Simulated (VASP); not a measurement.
# Sr2SO (P4/mmm) in VASP: notebook

The runs below take Sr2SO through single point, with PBE.

Program: VASP 6.6.1. These are calculated values, not measurements. Logs are shortened: lines on timing, memory, paths and dates and some standing lists are left out, and cuts for length are marked.

### 1 The cell of the first run

It takes space group P4/mmm (No. 123, tetragonal). The conventional cell has a = 3.675 Å, b = 3.675 Å, c = 5.205 Å, α = 90.00°, β = 90.00°, γ = 90.00°. Sr (site symmetry 4/mmm) has 4 S at 2.60 Å and 2 O at 2.60 Å within 3.4 Å. Within 3.4 Å of Sr (site symmetry 4/mmm) lie 4 O at 2.60 Å and 2 S at 2.60 Å. S (site symmetry 4/mmm) has 6 Sr at 2.60 Å within 3.4 Å. O (site symmetry 4/mmm) has 6 Sr at 2.60 Å within 3.4 Å.

### 2 Single point, PBE

INCAR

```
SYSTEM = Sr2SO
ALGO = Normal
EDIFF = 1E-6
ENCUT = 520
GGA = PE
ISIF = 2
ISMEAR = -1
LASPH = .True.
LCHARG = .False.
LREAL = .False.
LWAVE = .False.
NBANDS = 24
NELM = 60
PREC = Accurate
SIGMA = 0.05
```

KPOINTS

```
k-points
0
Gamma
  7 7 5
  0 0 0
```

POSCAR

```
Sr2SO
1.0
    3.6745319851      0.0000000000      0.0000000000
    0.0000000000      3.6745319851      0.0000000000
    0.0000000000      0.0000000000      5.2051838625
Sr S O
2 1 1
Direct
    0.5000000000      0.5000000000      0.5000000000
    0.0000000000      0.0000000000      0.0000000000
    0.0000000000      0.0000000000      0.5000000000
    0.5000000000      0.5000000000      0.0000000000
```

Potentials or basis: VASP PAW PBE potentials, release 64 (Sr_sv, S, O).

Launch:

```console
cat potpaw_PBE.64/Sr_sv/POTCAR potpaw_PBE.64/S/POTCAR potpaw_PBE.64/O/POTCAR > POTCAR
mpirun -np 1 vasp_std > vasp.out
```

OUTCAR:

```text
SYSTEM = Sr2SO
   EDIFF = 1E-6
   ENCUT = 520
   GGA = PE
   ISIF = 2
   ISMEAR = -1
   LASPH = .True.
   LREAL = .False.
   NELM = 60
   PREC = Accurate

 ion  position               nearest neighbor table
   1  0.500  0.500  0.500-   3 2.60   3 2.60   3 2.60   3 2.60   4 2.60   4 2.60   2 3.68   2 3.68
                             2 3.68   2 3.68   2 3.68   2 3.68   2 3.68   2 3.68
   2  0.000  0.000  0.000-   4 2.60   4 2.60   4 2.60   4 2.60   3 2.60   3 2.60   1 3.68   1 3.68
                             1 3.68   1 3.68   1 3.68   1 3.68   1 3.68   1 3.68
   3  0.000  0.000  0.500-   1 2.60   1 2.60   1 2.60   1 2.60   2 2.60   2 2.60
   4  0.500  0.500  0.000-   2 2.60   2 2.60   2 2.60   2 2.60   1 2.60   1 2.60

  LATTYP: Found a simple tetragonal cell.
 ALAT       =     3.6745319851
 C/A-ratio  =     1.4165569612

  Lattice vectors:

 A1 = (   3.6745319851,   0.0000000000,   0.0000000000)
 A2 = (   0.0000000000,   3.6745319851,   0.0000000000)
 A3 = (   0.0000000000,   0.0000000000,   5.2051838625)

Analysis of symmetry for initial positions (statically):
=====================================================================
 Subroutine PRICEL returns:
 Original cell was already a primitive cell.

 Routine SETGRP: Setting up the symmetry group for a
 simple tetragonal supercell.

 Subroutine GETGRP returns: Found 16 space group operations
 (whereof 16 operations were pure point group operations)
 out of a pool of 16 trial point group operations.

The static configuration has the point symmetry D_4h.

Analysis of symmetry for dynamics (positions and initial velocities):
=====================================================================
 Subroutine PRICEL returns:
 Original cell was already a primitive cell.

 Routine SETGRP: Setting up the symmetry group for a
 simple tetragonal supercell.

 Subroutine GETGRP returns: Found 16 space group operations
 (whereof 16 operations were pure point group operations)
 out of a pool of 16 trial point group operations.

The dynamic configuration has the point symmetry D_4h.

 Subroutine INISYM returns: Found 16 space group operations
 (whereof 16 operations are pure point group operations),
 and found     1 'primitive' translations

----------------------------------------------------------------------------------------

                                     Primitive cell

  volume of cell :      70.2814

  direct lattice vectors                    reciprocal lattice vectors
     3.674531985  0.000000000  0.000000000     0.272143501  0.000000000  0.000000000
     0.000000000  3.674531985  0.000000000     0.000000000  0.272143501  0.000000000
     0.000000000  0.000000000  5.205183863     0.000000000  0.000000000  0.192116172

  length of vectors
     3.674531985  3.674531985  5.205183863     0.272143501  0.272143501  0.192116172

  position of ions in fractional coordinates (direct lattice)
     0.500000000  0.500000000  0.500000000
     0.000000000  0.000000000  0.000000000
     0.000000000  0.000000000  0.500000000
     0.500000000  0.500000000  0.000000000

  ion indices of the primitive-cell ions
   primitive index   ion index
                 1           1
                 2           2
                 3           3
                 4           4

----------------------------------------------------------------------------------------

 KPOINTS: k-points

Automatic generation of k-mesh.
 Grid dimensions read from file:
 generate k-points for:    7    7    5

 Generating k-lattice:

  Cartesian coordinates                     Fractional coordinates (reciprocal lattice)
     0.038877643  0.000000000  0.000000000     0.142857143  0.000000000  0.000000000
     0.000000000  0.038877643  0.000000000     0.000000000  0.142857143  0.000000000
     0.000000000  0.000000000  0.038423234     0.000000000  0.000000000  0.200000000

  Length of vectors
     0.038877643  0.038877643  0.038423234

  Shift w.r.t. Gamma in fractional coordinates (k-lattice)
     0.000000000  0.000000000  0.000000000

 Subroutine IBZKPT returns following result:
 ===========================================

 Found     30 irreducible k-points:

 Following reciprocal coordinates:
            Coordinates               Weight
  0.000000  0.000000  0.000000      1.000000
  0.142857  0.000000  0.000000      4.000000
  0.285714  0.000000  0.000000      4.000000
  0.428571  0.000000  0.000000      4.000000
  0.142857  0.142857  0.000000      4.000000
  0.285714  0.142857  0.000000      8.000000
[... 16 lines left out ...]
  0.285714  0.000000  0.400000      8.000000
  0.428571  0.000000  0.400000      8.000000
 [... further k-points ...]
   k-points           NKPTS =     30   k-points in BZ     NKDIM =     30   number of bands    NBANDS=     24
   number of dos      NEDOS =    301   number of ions     NIONS =      4
   total plane-waves  NPLWV =  31360
   dimension x,y,z NGX =    28 NGY =   28 NGZ =   40
   dimension x,y,z NGXF=    56 NGYF=   56 NGZF=   80
   ions per type =               2   1   1
   NGX,Y,Z   is equivalent  to a cutoff of  12.67, 12.67, 12.78 a.u.
   NGXF,Y,Z  is equivalent  to a cutoff of  25.34, 25.34, 25.55 a.u.
 SYSTEM =  Sr2SO
   PREC   = accura    normal or accurate (medium, high low for compatibility)
   ISTART =      0    job   : 0-new  1-cont  2-samecut
   ICHARG =      2    charge: 1-file 2-atom 10-const
   ISPIN  =      1    spin polarized calculation?
   LNONCOLLINEAR =      F non collinear calculations
   LSORBIT =      F    spin-orbit coupling
   LASPH  =      T    aspherical Exc in radial PAW
   ENCUT  =  520.0 eV  38.22 Ry    6.18 a.u.   6.83  6.83  9.68*2*pi/ulx,y,z
   NELM   =     60;   NELMIN=  2; NELMDL= -5     # of ELM steps
   EDIFF  = 0.1E-05   stopping-criterion for ELM
   LREAL  =      F    real-space projection
   EDIFFG = 0.1E-04   stopping-criterion for IOM
   NSW    =      0    number of steps for IOM
   IBRION =     -1    ionic relax: 0-MD 1-quasi-New 2-CG
   NFREE  =      0    steps in history (QN), initial steepest desc. (CG)
   ISIF   =      2    stress and relaxation
   ISYM   =      2    0-nonsym 1-usesym 2-fastsym
   POTIM  = 0.5000    time-step for ionic-motion
   TEBEG  =    0.0;   TEEND  =   0.0 temperature during run
   PSTRESS=    0.0 pullay stress
   NELECT =      32.0000    total number of electrons
   NUPDOWN=      -1.0000    fix difference up-down
   EMIN   =  10.00;   EMAX   =-10.00  energy-range for DOS
   EFERMI =   0.00;   METHOD = LEGACY
   ISMEAR =    -1;   SIGMA  =   0.05  broadening in eV -4-tet -1-fermi 0-gaus
   EFERMI_NEDOS =   21; number of points for ismear=-14 and -15
   IALGO  =     38    algorithm
   IMIX   =      4    mixing-type and parameters
     AMIX     =   0.40;   BMIX     =  1.00
     AMIX_MAG =   1.60;   BMIX_MAG =  1.00
  volume/ion in A,a.u.               =      17.57       118.57
  Fermi-wavevector in a.u.,A,eV,Ry     =   1.259442  2.380000 21.581476  1.586194
  Thomas-Fermi vector in A             =   2.393001
   LORBIT       =      0    0 simple, 1 ext, 2 COOP (PROOUT), +10 PAW based schemes
   GGA     = PE    functional components
   LHFCALC =     F    Hartree Fock is set to
   AEXX    =    0.0000 exact exchange contribution
   IVDW    =     0    specifies the selected vdW correction
   LEPSILON=     F    determine dielectric tensor
   LRPA    =     F    only Hartree local field effects (RPA)
 non-spin polarized calculation
  energy-cutoff  :      520.00
  volume of cell :       70.28
 maximum number of plane-waves:      1912
 NGX is ok and might be reduce to    28
   NGX = 13   NGY = 13   NGZ = 19

 number of electron      32.0000003 magnetization

 Free energy of the ion-electron system (eV)
  ---------------------------------------------------
  ext. energy  EPLUGINS =         0.00000000
  ---------------------------------------------------
  free energy    TOTEN  =       -19.48581519 eV

  energy without entropy =      -19.48581519  energy(sigma->0) =      -19.48581519

 E-fermi :   4.2605     XC(G=0): -10.4258

 val. band max:        3.4060517113   @ k =   0.0000   0.0000   0.0000
 cond. band min:       5.0639008747   @ k =   0.0000   0.0000   0.0000
 fundamental gap:      1.6578491634
 Fermi energy:         4.2604693015

 k-point     1 :       0.0000    0.0000    0.0000
  band No.  band energies     occupation
      1     -29.1104      2.00000
      2     -28.9198      2.00000
      3     -11.9811      2.00000
      4     -11.7399      2.00000
      5     -11.3314      2.00000
      6     -11.3314      2.00000
[... 16 lines left out ...]
     23       9.5138      0.00000
     24      12.6913      0.00000

 k-point     2 :       0.1429    0.0000    0.0000
  band No.  band energies     occupation
      1     -29.0937      2.00000
      2     -28.9184      2.00000
      3     -12.0875      2.00000
      4     -11.9288      2.00000
      5     -11.5970      2.00000
      6     -11.2917      2.00000
[... 16 lines left out ...]
     23      10.2230      0.00000
     24      12.5849      0.00000

 k-point     3 :       0.2857    0.0000    0.0000
  band No.  band energies     occupation
      1     -29.0525      2.00000
      2     -28.9186      2.00000
      3     -12.5465      2.00000
      4     -12.1646      2.00000
      5     -11.7926      2.00000
      6     -11.1934      2.00000
[... 16 lines left out ...]
     23      11.2316      0.00000
     24      12.3198      0.00000

 k-point     4 :       0.4286    0.0000    0.0000
  band No.  band energies     occupation
      1     -29.0124      2.00000
      2     -28.9257      2.00000
      3     -12.8170      2.00000
      4     -12.5339      2.00000
      5     -11.6477      2.00000
      6     -11.0979      2.00000
[... 16 lines left out ...]
     23      11.3604      0.00000
     24      11.6817      0.00000

 k-point     5 :       0.1429    0.1429    0.0000
  band No.  band energies     occupation
      1     -29.0781      2.00000
      2     -28.9162      2.00000
      3     -12.2117      2.00000
      4     -11.8809      2.00000
      5     -11.6743      2.00000
      6     -11.4636      2.00000
[... 16 lines left out ...]
     23      11.3398      0.00000
     24      11.5427      0.00000

 k-point     6 :       0.2857    0.1429    0.0000
  band No.  band energies     occupation
      1     -29.0403      2.00000
      2     -28.9141      2.00000
      3     -12.4989      2.00000
      4     -12.1097      2.00000
      5     -11.7577      2.00000
      6     -11.4045      2.00000
[... 16 lines left out ...]
     23      10.9264      0.00000
     24      12.5423      0.00000
[... 379 lines left out ...]
 k-point    21 :       0.0000    0.0000    0.4000
  band No.  band energies     occupation
      1     -29.0561      2.00000
      2     -28.9728      2.00000
      3     -12.4120      2.00000
      4     -12.0560      2.00000
      5     -11.2458      2.00000
      6     -11.2458      2.00000
[... 16 lines left out ...]
     23      10.9504      0.00000
     24      12.3205      0.00000

 k-point    22 :       0.1429    0.0000    0.4000
  band No.  band energies     occupation
      1     -29.0462      2.00000
      2     -28.9642      2.00000
      3     -12.5834      2.00000
      4     -12.2704      2.00000
      5     -11.2537      2.00000
      6     -11.2158      2.00000
[... 16 lines left out ...]
     23      11.6011      0.00000
     24      11.7979      0.00000

 k-point    23 :       0.2857    0.0000    0.4000
  band No.  band energies     occupation
      1     -29.0238      2.00000
      2     -28.9447      2.00000
      3     -12.9086      2.00000
      4     -12.6939      2.00000
      5     -11.2309      2.00000
      6     -11.1461      2.00000
[... 16 lines left out ...]
     23      12.0402      0.00000
     24      12.7907      0.00000

 k-point    24 :       0.4286    0.0000    0.4000
  band No.  band energies     occupation
      1     -29.0058      2.00000
      2     -28.9288      2.00000
      3     -13.1307      2.00000
      4     -12.9916      2.00000
      5     -11.1955      2.00000
      6     -11.0875      2.00000
[... 16 lines left out ...]
     23      12.0021      0.00000
     24      12.7371      0.00000

 [... further k-points ...]
[... 5 lines left out ...]
  --------------------------------------------------------------------------------------
  -------------------------------------------------------------------------------------
  Total       13.4712873     13.4712873     13.4756675      0.0000000     -0.0000000      0.0000000
  in kB      307.0998062    307.0998062    307.1996607      0.0000000     -0.0000000      0.0000000
  external PRESSURE =     307.1330910 kB  Pullay stress =       0.0000000 kB

 VOLUME and BASIS-vectors are now :
 -----------------------------------------------------------------------------
  energy-cutoff  :      520.00
  volume of cell :       70.28
      direct lattice vectors                 reciprocal lattice vectors
     3.674531985  0.000000000  0.000000000     0.272143501  0.000000000  0.000000000
     0.000000000  3.674531985  0.000000000     0.000000000  0.272143501  0.000000000
     0.000000000  0.000000000  5.205183863     0.000000000  0.000000000  0.192116172

 POSITION                                       TOTAL-FORCE (eV/Angst)
 -----------------------------------------------------------------------------------
      1.83727      1.83727      2.60259         0.000000      0.000000      0.000000
      0.00000      0.00000      0.00000         0.000000      0.000000      0.000000
      0.00000      0.00000      2.60259         0.000000      0.000000      0.000000
      1.83727      1.83727      0.00000         0.000000      0.000000      0.000000
 -----------------------------------------------------------------------------------
    total drift:                                0.000000      0.000000      0.000000

  FREE ENERGIE OF THE ION-ELECTRON SYSTEM (eV)
  ---------------------------------------------------
  free  energy   TOTEN  =       -19.4858151917 eV

  energy  without entropy=      -19.4858151898  energy(sigma->0) =      -19.48581519
```

It took 39 s on 1 thread of Intel Xeon Platinum 8488C (Sapphire Rapids), shared host; peak memory 0.2 GiB.

What came out:

```
Free energy            : -19.4858 eV
Pressure               : 30.7 GPa
Band gap on the k mesh : 1.66 eV, direct
```

A k mesh can miss the band edges. Expect the measured gap to be larger: semilocal functionals such as PBE lack the derivative discontinuity.

### 3 Single point, PBE

This run uses another cell than the first one, of 18.76 Å³/atom, 1.068 times its volume.

INCAR

```
ALGO = Normal
EDIFF = 1E-6
ENCUT = 520
GGA = PE
ISIF = 2
ISMEAR = -1
LASPH = T
LCHARG = F
LREAL = F
LWAVE = F
NBANDS = 24
NELM = 80
PREC = Accurate
SIGMA = 0.05
```

KPOINTS

```
k-points
0
Gamma
  7 7 5
```

POSCAR

```
Sr2SO
1.0
    3.7560124688      0.0000000000      0.0000000000
    0.0000000000      3.7560124688      0.0000000000
    0.0000000000      0.0000000000      5.3198145257
Sr S O
2 1 1
Direct
    0.5000000000      0.5000000000      0.5000000000
    0.0000000000      0.0000000000      0.0000000000
    0.0000000000      0.0000000000      0.5000000000
    0.5000000000      0.5000000000      0.0000000000
```

Potentials or basis: VASP PAW PBE potentials, release 64 (Sr_sv, S, O).

Launch:

```console
cat potpaw_PBE.64/Sr_sv/POTCAR potpaw_PBE.64/S/POTCAR potpaw_PBE.64/O/POTCAR > POTCAR
mpirun -np 1 vasp_std > vasp.out
```

Run time: 39 s. Hardware: 1 thread of Intel Xeon Platinum 8488C (Sapphire Rapids), shared host; peak memory 0.2 GiB.

Results (log left out):

- Free energy: -20.2432 eV
- Pressure: 20.5 GPa
- Band gap on the k mesh: 1.88 eV, direct

Levels at points of the mesh, in eV from the valence-band top:
| k point | band 12 | band 13 | band 14 | band 15 | band 16 | band 17 | band 18 | band 19 | band 20 | band 21 |
| --- | --- | --- | --- | --- | --- | --- | --- | --- | --- | --- |
| (0.00, 0.00, 0.00) | -0.25 | -0.25 | -0.01 | 0.00 | 0.00 | 1.88 | 4.22 | 4.84 | 4.84 | 5.31 |

[end of part 1 of 2]
